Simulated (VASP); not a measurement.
# BAs (I-4m2) in VASP: single point with PBE

Aim: the single point of BAs with PBE.

Program: VASP 6.6.1. These are calculated values, not measurements. Logs are shortened: lines on timing, memory, paths and dates and some standing lists are left out, and cuts for length are marked.

**1. The cell of the first run**

Symmetry: I-4m2, No. 119, tetragonal system. Conventional cell: a = 3.383 Å, b = 3.383 Å, c = 4.678 Å, α = 90.00°, β = 90.00°, γ = 90.00°. B (site symmetry -4m2) has 4 As at 2.06 Å within 2.7 Å. Within 2.7 Å of As (site symmetry -4m2) lie 4 B at 2.06 Å.

**2. Single point, PBE (uniaxial z strain -2.2%)**

Input file INCAR:

```
PREC = Accurate ; ENCUT = 560
EDIFF = 1E-6 ; ISMEAR = -1
SIGMA = 0.02 ; LREAL = F
LASPH = T ; NELM = 120
ALGO = Normal ; ISIF = 2
LWAVE = F ; LCHARG = F
GGA = PE ; NBANDS = 16
GGA_COMPAT = F
```

Input file KPOINTS:

```
regular mesh
0
Gamma
  10 10 10
```

Input file POSCAR:

```
BAs
1.0
    0.0000000000      2.3918676044      2.3387681436
    2.3918676044      0.0000000000      2.3387681436
    2.3918676044      2.3918676044      0.0000000000
B As
1 1
Direct
    0.0000000000      0.0000000000      0.0000000000
    0.2500000000      0.2500000000      0.2500000000
```

Potentials or basis: VASP PAW PBE potentials, release 64 (B, As_d).

Started as:

```console
cat potpaw_PBE.64/B/POTCAR potpaw_PBE.64/As_d/POTCAR > POTCAR
mpirun -np 1 vasp_std > vasp.out
```

OUTCAR:

```text
PREC = Accurate
   ENCUT = 560
   EDIFF = 1E-6
   ISMEAR = -1
   LREAL = F
   LASPH = T
   NELM = 120
   ISIF = 2
   GGA = PE

 ion  position               nearest neighbor table
   1  0.000  0.000  0.000-   2 2.06   2 2.06   2 2.06   2 2.06
   2  0.250  0.250  0.250-   1 2.06   1 2.06   1 2.06   1 2.06

  LATTYP: Found a body centered tetragonal cell.
 ALAT       =     3.3826116055
 C/A-ratio  =     1.3828180213

  Lattice vectors:

 A1 = (   0.0000000000,  -2.3918676044,  -2.3387681436)
 A2 = (   0.0000000000,   2.3918676044,  -2.3387681436)
 A3 = (   2.3918676044,   0.0000000000,   2.3387681436)

Analysis of symmetry for initial positions (statically):
=====================================================================
 Subroutine PRICEL returns:
 Original cell was already a primitive cell.

 Routine SETGRP: Setting up the symmetry group for a
 body centered tetragonal supercell.

 Subroutine GETGRP returns: Found  8 space group operations
 (whereof  8 operations were pure point group operations)
 out of a pool of 16 trial point group operations.

The static configuration has the point symmetry D_2d.

Analysis of symmetry for dynamics (positions and initial velocities):
=====================================================================
 Subroutine PRICEL returns:
 Original cell was already a primitive cell.

 Routine SETGRP: Setting up the symmetry group for a
 body centered tetragonal supercell.

 Subroutine GETGRP returns: Found  8 space group operations
 (whereof  8 operations were pure point group operations)
 out of a pool of 16 trial point group operations.

The dynamic configuration has the point symmetry D_2d.

 Subroutine INISYM returns: Found  8 space group operations
 (whereof  8 operations are pure point group operations),
 and found     1 'primitive' translations

----------------------------------------------------------------------------------------

                                     Primitive cell

  volume of cell :      26.7603

  direct lattice vectors                    reciprocal lattice vectors
     0.000000000  2.391867604  2.338768144    -0.209041671  0.209041671  0.213787759
     2.391867604  0.000000000  2.338768144     0.209041671 -0.209041671  0.213787759
     2.391867604  2.391867604  0.000000000     0.209041671  0.209041671 -0.213787759
[... 75 lines left out ...]
   PREC   = accura    normal or accurate (medium, high low for compatibility)
   ISTART =      0    job   : 0-new  1-cont  2-samecut
   ICHARG =      2    charge: 1-file 2-atom 10-const
   ISPIN  =      1    spin polarized calculation?
   LNONCOLLINEAR =      F non collinear calculations
   LSORBIT =      F    spin-orbit coupling
   LASPH  =      T    aspherical Exc in radial PAW
   ENCUT  =  560.0 eV  41.16 Ry    6.42 a.u.   6.45  6.45  6.53*2*pi/ulx,y,z
   NELM   =    120;   NELMIN=  2; NELMDL= -5     # of ELM steps
   EDIFF  = 0.1E-05   stopping-criterion for ELM
   LREAL  =      F    real-space projection
   EDIFFG = 0.1E-04   stopping-criterion for IOM
   NSW    =      0    number of steps for IOM
   IBRION =     -1    ionic relax: 0-MD 1-quasi-New 2-CG
   NFREE  =      0    steps in history (QN), initial steepest desc. (CG)
   ISIF   =      2    stress and relaxation
   ISYM   =      2    0-nonsym 1-usesym 2-fastsym
   POTIM  = 0.5000    time-step for ionic-motion
   TEBEG  =    0.0;   TEEND  =   0.0 temperature during run
   PSTRESS=    0.0 pullay stress
   NELECT =      18.0000    total number of electrons
   NUPDOWN=      -1.0000    fix difference up-down
   EMIN   =  10.00;   EMAX   =-10.00  energy-range for DOS
   EFERMI =   0.00;   METHOD = LEGACY
   ISMEAR =    -1;   SIGMA  =   0.02  broadening in eV -4-tet -1-fermi 0-gaus
   EFERMI_NEDOS =   21; number of points for ismear=-14 and -15
   IALGO  =     38    algorithm
   IMIX   =      4    mixing-type and parameters
     AMIX     =   0.40;   BMIX     =  1.00
     AMIX_MAG =   1.60;   BMIX_MAG =  1.00
  volume/ion in A,a.u.               =      13.38        90.29
  Fermi-wavevector in a.u.,A,eV,Ry     =   1.434394  2.710612 27.993806  2.057487
  Thomas-Fermi vector in A             =   2.553807
   LORBIT       =      0    0 simple, 1 ext, 2 COOP (PROOUT), +10 PAW based schemes
   GGA     = PE    functional components
   LHFCALC =     F    Hartree Fock is set to
   AEXX    =    0.0000 exact exchange contribution
   IVDW    =     0    specifies the selected vdW correction
   LEPSILON=     F    determine dielectric tensor
   LRPA    =     F    only Hartree local field effects (RPA)
 non-spin polarized calculation
  energy-cutoff  :      560.00
  volume of cell :       26.76
 maximum number of plane-waves:       829
 NGX is ok and might be reduce to    28
   NGX = 13   NGY = 13   NGZ = 13

 number of electron      18.0000008 magnetization

 Free energy of the ion-electron system (eV)
  ---------------------------------------------------
  ext. energy  EPLUGINS =         0.00000000
  ---------------------------------------------------
  free energy    TOTEN  =       -11.42255791 eV

  energy without entropy =      -11.42255791  energy(sigma->0) =      -11.42255791

 E-fermi :   5.5442     XC(G=0): -11.2240

 val. band max:        5.1211448462   @ k =   0.0000   0.0000   0.0000
 cond. band min:       5.9486308125   @ k =   0.4000   0.4000   0.0000
 fundamental gap:      0.8274859663
 Fermi energy:         5.5442117106

 k-point     1 :       0.0000    0.0000    0.0000
  band No.  band energies     occupation
      1     -30.8256      2.00000
      2     -30.8256      2.00000
      3     -30.8219      2.00000
      4     -30.8005      2.00000
      5     -30.7978      2.00000
      6     -10.5887      2.00000
[... 433 lines left out ...]
      3     -30.8118      2.00000
      4     -30.8056      2.00000
      5     -30.7923      2.00000
      6      -7.8258      2.00000
[... 8 lines left out ...]
     15      21.1564      0.00000
     16      21.1648      0.00000

 [... further k-points ...]
[... 5 lines left out ...]
  --------------------------------------------------------------------------------------
  -------------------------------------------------------------------------------------
  Total        0.6162911      0.6162911      1.3795214      0.0000000     -0.0000000      0.0000000
  in kB       36.8981869     36.8981869     82.5938261      0.0000000     -0.0000000      0.0000000
  external PRESSURE =      52.1300666 kB  Pullay stress =       0.0000000 kB

 VOLUME and BASIS-vectors are now :
 -----------------------------------------------------------------------------
  energy-cutoff  :      560.00
  volume of cell :       26.76
      direct lattice vectors                 reciprocal lattice vectors
     0.000000000  2.391867604  2.338768144    -0.209041671  0.209041671  0.213787759
     2.391867604  0.000000000  2.338768144     0.209041671 -0.209041671  0.213787759
     2.391867604  2.391867604  0.000000000     0.209041671  0.209041671 -0.213787759

 POSITION                                       TOTAL-FORCE (eV/Angst)
 -----------------------------------------------------------------------------------
      0.00000      0.00000      0.00000        -0.000000     -0.000000      0.000000
      1.19593      1.19593      1.16938         0.000000      0.000000     -0.000000
 -----------------------------------------------------------------------------------
    total drift:                                0.000001      0.000001      0.000000

  FREE ENERGIE OF THE ION-ELECTRON SYSTEM (eV)
  ---------------------------------------------------
  free  energy   TOTEN  =       -11.4225579084 eV

  energy  without entropy=      -11.4225579084  energy(sigma->0) =      -11.42255791
```

OSZICAR:

```text
N       E                     dE             d eps       ncg     rms          rms(c)
DAV:   1     0.923013172629E+02    0.92301E+02   -0.84966E+03  3696   0.553E+03
DAV:   2    -0.231085434704E+01   -0.94612E+02   -0.89634E+02  3704   0.656E+02
DAV:   3    -0.118771270886E+02   -0.95663E+01   -0.95186E+01  3808   0.911E+01
DAV:   4    -0.121105526656E+02   -0.23343E+00   -0.23340E+00  4032   0.152E+01
DAV:   5    -0.121134506321E+02   -0.28980E-02   -0.28980E-02  3944   0.204E+00    0.561E+00
DAV:   6    -0.114930009175E+02    0.62045E+00   -0.88466E-01  4080   0.680E+00    0.276E+00
DAV:   7    -0.114287659333E+02    0.64235E-01   -0.15690E-01  4296   0.260E+00    0.108E+00
DAV:   8    -0.114223254529E+02    0.64405E-02   -0.17125E-02  4528   0.199E+00    0.990E-02
DAV:   9    -0.114224556521E+02   -0.13020E-03   -0.12413E-03  4080   0.721E-01    0.436E-02
DAV:  10    -0.114225469538E+02   -0.91302E-04   -0.20429E-04  4184   0.299E-01    0.185E-02
DAV:  11    -0.114225570705E+02   -0.10117E-04   -0.25124E-05  4264   0.919E-02    0.566E-03
DAV:  12    -0.114225579084E+02   -0.83796E-06   -0.25573E-06  4432   0.286E-02
   1 F= -.11422558E+02 E0= -.11422558E+02  d E =-.338194E-11
```

Wall time 24 s (1 thread of Intel Xeon 6975P-C (Granite Rapids), shared host); peak memory 0.19 GiB.

What came out:

| Property | Result |
| --- | --- |
| Free energy | -11.4226 eV |
| Pressure | 5.2 GPa |
| Band gap on the k mesh | 0.83 eV (least direct gap 3.07 eV) |

Levels at points of the mesh, in eV from the valence-band top:
```
           k point  band 6  band 7  band 8  band 9  band 10  band 11  band 12  band 13
(0.00, 0.00, 0.00)  -15.71   -0.21   -0.21    0.00     3.07     3.22     3.22     4.77
(0.50, 0.00, 0.00)  -12.77   -9.05   -2.13   -1.86     2.63     4.58     4.80     8.79
(0.50, 0.50, 0.00)  -11.31   -8.64   -4.44   -4.44     1.10     1.10    11.46    11.46
(0.50, 0.00, 0.50)  -11.49   -8.82   -4.24   -4.20     1.36     1.39    11.26    11.57
```

Caveat: the cell differs from its parent crystal (uniaxial z strain -2.2%); the cell stands under pressure. A k mesh can miss the band edges.
